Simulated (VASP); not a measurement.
# InSb2 (P6_3/mmc) in VASP: single point with PBEsol

Aim: the single point of InSb2 with PBEsol.

Everything below comes from runs of VASP 6.6.1. Logs are shortened: lines on timing, memory, paths and dates and some standing lists are left out, and cuts for length are marked.

## (1) The cell of the first run

Symmetry: P6_3/mmc, No. 194, hexagonal system. The conventional cell has a = 4.586 Å, b = 4.586 Å, c = 5.727 Å, α = 90.00°, β = 90.00°, γ = 120.00°. Within 3.5 Å of Sb (site symmetry -6m2) lie 5 In at 2.65 to 2.86 Å and 6 Sb at 3.01 Å. Within 3.8 Å of Sb (site symmetry -3m) lie 8 Sb at 2.86 to 3.01 Å and 6 In at 3.01 Å. Within 3.5 Å of In (site symmetry -6m2) lie 11 Sb at 2.65 to 3.01 Å.

## (2) Single point, PBEsol

Input file INCAR:

```
SYSTEM = InSb2
  ALGO = Normal
  EDIFF = 1E-6
  ENCUT = 520
  GGA = PS
  ISIF = 2
  ISMEAR = 0
  LASPH = .True.
  LCHARG = .False.
  LREAL = .False.
  LWAVE = .False.
  NBANDS = 32
  NELM = 60
  PREC = Accurate
  SIGMA = 0.1
```

Input file KPOINTS:

```
k-points
0
Gamma
  6 6 4
  0 0 0
```

Input file POSCAR:

```
InSb2
1.0
    4.5857848030      0.0000000000      0.0000000000
   -2.2928924015      3.9714061357      0.0000000000
    0.0000000000      0.0000000000      5.7266790493
Sb In
4 2
Direct
    0.3333333333      0.6666666667      0.7500000000
    0.6666666667      0.3333333333      0.2500000000
    0.0000000000      0.0000000000      0.0000000000
    0.0000000000      0.0000000000      0.5000000000
    0.3333333333      0.6666666667      0.2500000000
    0.6666666667      0.3333333333      0.7500000000
```

Potentials or basis: VASP PAW PBE potentials, release 64 (Sb, In_d).

On the command line:

```console
cat potpaw_PBE.64/Sb/POTCAR potpaw_PBE.64/In_d/POTCAR > POTCAR
mpirun -np 1 vasp_std > vasp.out
```

OUTCAR:

```text
SYSTEM = InSb2
   EDIFF = 1E-6
   ENCUT = 520
   GGA = PS
   ISIF = 2
   ISMEAR = 0
   LASPH = .True.
   LREAL = .False.
   NELM = 60
   PREC = Accurate

 ion  position               nearest neighbor table
   1  0.333  0.667  0.750-   6 2.65   6 2.65   6 2.65   5 2.86   5 2.86   3 3.01   4 3.01   4 3.01
                             3 3.01   4 3.01   3 3.01
   2  0.667  0.333  0.250-   5 2.65   5 2.65   5 2.65   6 2.86   6 2.86   3 3.01   4 3.01   3 3.01
                             4 3.01   3 3.01   4 3.01
   3  0.000  0.000  0.000-   4 2.86   4 2.86   1 3.01   5 3.01   6 3.01   2 3.01   2 3.01   6 3.01
                             1 3.01   5 3.01   2 3.01   6 3.01   1 3.01   5 3.01
   4  0.000  0.000  0.500-   3 2.86   3 2.86   1 3.01   5 3.01   6 3.01   2 3.01   2 3.01   6 3.01
                             1 3.01   5 3.01   2 3.01   6 3.01   1 3.01   5 3.01
   5  0.333  0.667  0.250-   2 2.65   2 2.65   2 2.65   1 2.86   1 2.86   3 3.01   4 3.01   4 3.01
                             3 3.01   4 3.01   3 3.01   6 3.90   6 3.90   6 3.90   6 3.90   6 3.90
   6  0.667  0.333  0.750-   1 2.65   1 2.65   1 2.65   2 2.86   2 2.86   3 3.01   4 3.01   3 3.01
                             4 3.01   3 3.01   4 3.01   5 3.90   5 3.90   5 3.90   5 3.90   5 3.90

  LATTYP: Found a hexagonal cell.
 ALAT       =     4.5857848030
 C/A-ratio  =     1.2487893120

  Lattice vectors:

 A1 = (   4.5857848030,   0.0000000000,   0.0000000000)
 A2 = (  -2.2928924015,   3.9714061357,   0.0000000000)
 A3 = (   0.0000000000,   0.0000000000,   5.7266790493)

Analysis of symmetry for initial positions (statically):
=====================================================================
 Subroutine PRICEL returns:
 Original cell was already a primitive cell.

 Routine SETGRP: Setting up the symmetry group for a
 hexagonal supercell.

 Subroutine GETGRP returns: Found 24 space group operations
 (whereof 12 operations were pure point group operations)
 out of a pool of 24 trial point group operations.

The static configuration has the point symmetry D_3d.
 The point group associated with its full space group is D_6h.

Analysis of symmetry for dynamics (positions and initial velocities):
=====================================================================
 Subroutine PRICEL returns:
 Original cell was already a primitive cell.

 Routine SETGRP: Setting up the symmetry group for a
 hexagonal supercell.

 Subroutine GETGRP returns: Found 24 space group operations
 (whereof 12 operations were pure point group operations)
 out of a pool of 24 trial point group operations.

The dynamic configuration has the point symmetry D_3d.
 The point group associated with its full space group is D_6h.

 Subroutine INISYM returns: Found 24 space group operations
 (whereof 12 operations are pure point group operations),
 and found     1 'primitive' translations

----------------------------------------------------------------------------------------

                                     Primitive cell

  volume of cell :     104.2944

  direct lattice vectors                    reciprocal lattice vectors
     4.585784803  0.000000000  0.000000000     0.218065183  0.125899992  0.000000000
    -2.292892402  3.971406136  0.000000000     0.000000000  0.251799984  0.000000000
     0.000000000  0.000000000  5.726679049     0.000000000  0.000000000  0.174621276

  length of vectors
     4.585784803  4.585784803  5.726679049     0.251799984  0.251799984  0.174621276

  position of ions in fractional coordinates (direct lattice)
     0.333333333  0.666666667  0.750000000
     0.666666667  0.333333333  0.250000000
     0.000000000  0.000000000  0.000000000
     0.000000000  0.000000000  0.500000000
     0.333333333  0.666666667  0.250000000
     0.666666667  0.333333333  0.750000000

  ion indices of the primitive-cell ions
   primitive index   ion index
                 1           1
                 2           2
                 3           3
                 4           4
                 5           5
                 6           6

----------------------------------------------------------------------------------------

 KPOINTS: k-points

Automatic generation of k-mesh.
 Grid dimensions read from file:
 generate k-points for:    6    6    4

 Generating k-lattice:

  Cartesian coordinates                     Fractional coordinates (reciprocal lattice)
     0.036344197  0.020983332  0.000000000     0.166666667  0.000000000  0.000000000
     0.000000000  0.041966664  0.000000000     0.000000000  0.166666667  0.000000000
     0.000000000  0.000000000  0.043655319     0.000000000  0.000000000  0.250000000

  Length of vectors
     0.041966664  0.041966664  0.043655319

  Shift w.r.t. Gamma in fractional coordinates (k-lattice)
     0.000000000  0.000000000  0.000000000

 Subroutine IBZKPT returns following result:
 ===========================================

 Found     21 irreducible k-points:

 Following reciprocal coordinates:
            Coordinates               Weight
  0.000000  0.000000  0.000000      1.000000
  0.166667 -0.000000  0.000000      6.000000
  0.333333  0.000000  0.000000      6.000000
  0.500000 -0.000000  0.000000      3.000000
  0.166667  0.166667  0.000000      6.000000
  0.333333  0.166667  0.000000     12.000000
[... 13 lines left out ...]
  0.333333  0.166667  0.500000     12.000000
  0.333333  0.333333  0.500000      2.000000
   k-points           NKPTS =     21   k-points in BZ     NKDIM =     21   number of bands    NBANDS=     32
   number of dos      NEDOS =    301   number of ions     NIONS =      6
   total plane-waves  NPLWV =  62208
   dimension x,y,z NGX =    36 NGY =   36 NGZ =   48
   dimension x,y,z NGXF=    72 NGYF=   72 NGZF=   96
   ions per type =               4   2
   NGX,Y,Z   is equivalent  to a cutoff of  13.05, 13.05, 13.93 a.u.
   NGXF,Y,Z  is equivalent  to a cutoff of  26.10, 26.10, 27.87 a.u.
 SYSTEM =  InSb2
   PREC   = accura    normal or accurate (medium, high low for compatibility)
   ISTART =      0    job   : 0-new  1-cont  2-samecut
   ICHARG =      2    charge: 1-file 2-atom 10-const
   ISPIN  =      1    spin polarized calculation?
   LNONCOLLINEAR =      F non collinear calculations
   LSORBIT =      F    spin-orbit coupling
   LASPH  =      T    aspherical Exc in radial PAW
   ENCUT  =  520.0 eV  38.22 Ry    6.18 a.u.   8.53  8.53 10.65*2*pi/ulx,y,z
   NELM   =     60;   NELMIN=  2; NELMDL= -5     # of ELM steps
   EDIFF  = 0.1E-05   stopping-criterion for ELM
   LREAL  =      F    real-space projection
   EDIFFG = 0.1E-04   stopping-criterion for IOM
   NSW    =      0    number of steps for IOM
   IBRION =     -1    ionic relax: 0-MD 1-quasi-New 2-CG
   NFREE  =      0    steps in history (QN), initial steepest desc. (CG)
   ISIF   =      2    stress and relaxation
   ISYM   =      2    0-nonsym 1-usesym 2-fastsym
   POTIM  = 0.5000    time-step for ionic-motion
   TEBEG  =    0.0;   TEEND  =   0.0 temperature during run
   PSTRESS=    0.0 pullay stress
   NELECT =      46.0000    total number of electrons
   NUPDOWN=      -1.0000    fix difference up-down
   EMIN   =  10.00;   EMAX   =-10.00  energy-range for DOS
   EFERMI =   0.00;   METHOD = LEGACY
   ISMEAR =     0;   SIGMA  =   0.10  broadening in eV -4-tet -1-fermi 0-gaus
   EFERMI_NEDOS =   21; number of points for ismear=-14 and -15
   IALGO  =     38    algorithm
   IMIX   =      4    mixing-type and parameters
     AMIX     =   0.40;   BMIX     =  1.00
     AMIX_MAG =   1.60;   BMIX_MAG =  1.00
  volume/ion in A,a.u.               =      17.38       117.30
  Fermi-wavevector in a.u.,A,eV,Ry     =   1.246160  2.354901 21.128691  1.552915
  Thomas-Fermi vector in A             =   2.380350
   LORBIT       =      0    0 simple, 1 ext, 2 COOP (PROOUT), +10 PAW based schemes
   GGA     = PS    functional components
   LHFCALC =     F    Hartree Fock is set to
   AEXX    =    0.0000 exact exchange contribution
   IVDW    =     0    specifies the selected vdW correction
   LEPSILON=     F    determine dielectric tensor
   LRPA    =     F    only Hartree local field effects (RPA)
 non-spin polarized calculation
 Gauss-broadening in eV      SIGMA  =   0.10
  energy-cutoff  :      520.00
  volume of cell :      104.29
 maximum number of plane-waves:      2835
 NGX is ok and might be reduce to    36
   NGX = 17   NGY = 17   NGZ = 21

 number of electron      45.9999997 magnetization

 Free energy of the ion-electron system (eV)
  ---------------------------------------------------
  ext. energy  EPLUGINS =         0.00000000
  ---------------------------------------------------
  free energy    TOTEN  =       -16.33860008 eV

  energy without entropy =      -16.32261715  energy(sigma->0) =      -16.33060862

 E-fermi :  14.5754     XC(G=0): -12.3917

 val. band max:       14.5128077774   @ k =   0.3333   0.1667   0.5000
 cond. band min:      14.5958957985   @ k =   0.3333   0.3333   0.5000
 fundamental gap:      0.0830880210
 Fermi energy:        14.5753781259

 k-point     1 :       0.0000    0.0000    0.0000
  band No.  band energies     occupation
      1      -1.5829      2.00000
      2      -1.2302      2.00000
      3      -0.9471      2.00000
      4      -0.9471      2.00000
      5      -0.8953      2.00000
      6      -0.8953      2.00000
[... 24 lines left out ...]
     31      18.2283      0.00000
     32      18.2283      0.00000

 k-point     2 :       0.1667   -0.0000    0.0000
  band No.  band energies     occupation
      1      -1.3083      2.00000
      2      -1.1930      2.00000
      3      -0.9788      2.00000
      4      -0.9184      2.00000
      5      -0.8824      2.00000
      6      -0.8762      2.00000
[... 24 lines left out ...]
     31      18.8338      0.00000
     32      19.8394      0.00000
[... 628 lines left out ...]
     31      20.8994      0.00000
     32      20.8994      0.00000

 k-point    21 :       0.3333    0.3333    0.5000
  band No.  band energies     occupation
      1      -0.9833      2.00000
      2      -0.9833      2.00000
      3      -0.9035      2.00000
      4      -0.9035      2.00000
      5      -0.8425      2.00000
      6      -0.8425      2.00000
[... 24 lines left out ...]
     31      22.6004      0.00000
     32      22.6043      0.00000

------------------------ aborting loop because EDIFF is reached ----------------------------------------

  FORCE on cell =-STRESS in cart. coord.  units (eV):
  Direction    XX          YY          ZZ          XY          YZ          ZX
  --------------------------------------------------------------------------------------
  -------------------------------------------------------------------------------------
  Total       45.7939906     45.7939906     34.6533790      0.0000000     -0.0000000      0.0000000
  in kB      703.4905306    703.4905306    532.3476660      0.0000000     -0.0000000      0.0000000
  external PRESSURE =     646.4429090 kB  Pullay stress =       0.0000000 kB

 VOLUME and BASIS-vectors are now :
 -----------------------------------------------------------------------------
  energy-cutoff  :      520.00
  volume of cell :      104.29
      direct lattice vectors                 reciprocal lattice vectors
     4.585784803  0.000000000  0.000000000     0.218065183  0.125899992  0.000000000
    -2.292892402  3.971406136  0.000000000     0.000000000  0.251799984  0.000000000
     0.000000000  0.000000000  5.726679049     0.000000000  0.000000000  0.174621276

 POSITION                                       TOTAL-FORCE (eV/Angst)
 -----------------------------------------------------------------------------------
     -0.00000      2.64760      4.29501        -0.000000     -0.000000      0.000000
      2.29289      1.32380      1.43167        -0.000000     -0.000000      0.000000
      0.00000      0.00000      0.00000         0.000000      0.000000      0.000000
      0.00000      0.00000      2.86334         0.000000      0.000000      0.000000
     -0.00000      2.64760      1.43167        -0.000000      0.000000      0.000000
      2.29289      1.32380      4.29501         0.000000     -0.000000      0.000000
 -----------------------------------------------------------------------------------
    total drift:                                0.000000     -0.000000      0.000000

  FREE ENERGIE OF THE ION-ELECTRON SYSTEM (eV)
  ---------------------------------------------------
  free  energy   TOTEN  =       -16.3386000799 eV

  energy  without entropy=      -16.3226171530  energy(sigma->0) =      -16.33060862
```

It took 28 s on 1 thread of Intel Xeon 6975P-C (Granite Rapids), shared host; peak memory 0.27 GiB.

Results:

```
Free energy            : -16.3386 eV
Pressure               : 64.6 GPa
Band gap on the k mesh : zero (band 23 reaches 16.79 eV, above the bottom of band 24 at 11.47 eV)
```

Levels at points of the mesh, in eV from the Fermi level:
| k point | band 20 | band 21 | band 22 | band 23 | band 24 | band 25 | band 26 | band 27 |
| --- | --- | --- | --- | --- | --- | --- | --- | --- |
| (0.00, 0.00, 0.00) | -1.76 | -1.57 | -1.38 | -1.38 | -1.33 | -1.05 | -1.05 | 0.89 |
| (0.50, 0.00, 0.00) | -3.13 | -3.10 | -1.61 | 2.06 | 2.06 | 2.88 | 3.42 | 4.22 |
| (0.00, 0.00, 0.50) | -3.88 | -3.10 | -3.10 | -3.10 | -3.10 | -2.93 | -2.93 | 4.38 |
| (0.50, 0.00, 0.50) | -2.26 | -1.12 | -1.12 | 2.21 | 2.21 | 2.25 | 2.25 | 3.26 |

Caveat: the PAW data sets were made with another functional, which shifts forces and pressure a little; spin-orbit coupling is left out, which moves the levels of the heavy elements.
